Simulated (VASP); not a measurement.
Here is a VASP 6.6.1 calculation.

The input INCAR:

```
SYSTEM = VN2
  PREC = Accurate
  ENCUT = 520
  EDIFF = 1E-7
  ISMEAR = 0
  SIGMA = 0.15
  LREAL = .False.
  LASPH = .True.
  NELM = 60
  ALGO = Normal
  ISIF = 2
  LWAVE = .False.
  LCHARG = .True.
  GGA = PE
  LELF = .True.
  LVHAR = .True.
  NBANDS = 32
```

KPOINTS

```
Automatic mesh
0
Gamma
  16 16 16
  0 0 0
```

The input POSCAR:

```
VN2
1.0
   -2.1533489894      2.1533489894      2.4221350486
    2.1533489894     -2.1533489894      2.4221350486
    2.1533489894      2.1533489894     -2.4221350486
V N
2 4
Direct
    0.2500000000      0.2500000000      0.0000000000
    0.7500000000      0.7500000000      0.0000000000
    0.1135731475      0.6135731475      0.7271462950
    0.6135731475      0.8864268525      0.5000000000
    0.8864268525      0.3864268525      0.2728537050
    0.3864268525      0.1135731475      0.5000000000
```

Potentials or basis: VASP PAW PBE potentials, release 64 (V_sv, N).

Run with:

```sh
$ cat potpaw_PBE.64/V_sv/POTCAR potpaw_PBE.64/N/POTCAR > POTCAR
$ mpirun -np 1 vasp_std > vasp.out
```

Predict the pressure.

8.8 GPa.

Predict the largest force.

0.148 eV/Å.

Forces in eV/Å, atoms in the order of the input:
```
V    0.000  0.000  0.000
V    0.000  0.000  0.000
N    0.105  0.105  0.000
N   -0.105  0.105  0.000
N   -0.105 -0.105  0.000
N    0.105 -0.105  0.000
```

Caveat: the cell differs from its parent crystal (strain +0.000 along x and y, -0.025 along z); the stress differs along the axes, from 4 to 18 GPa; the run has no spin polarisation, though such a crystal can be magnetic.
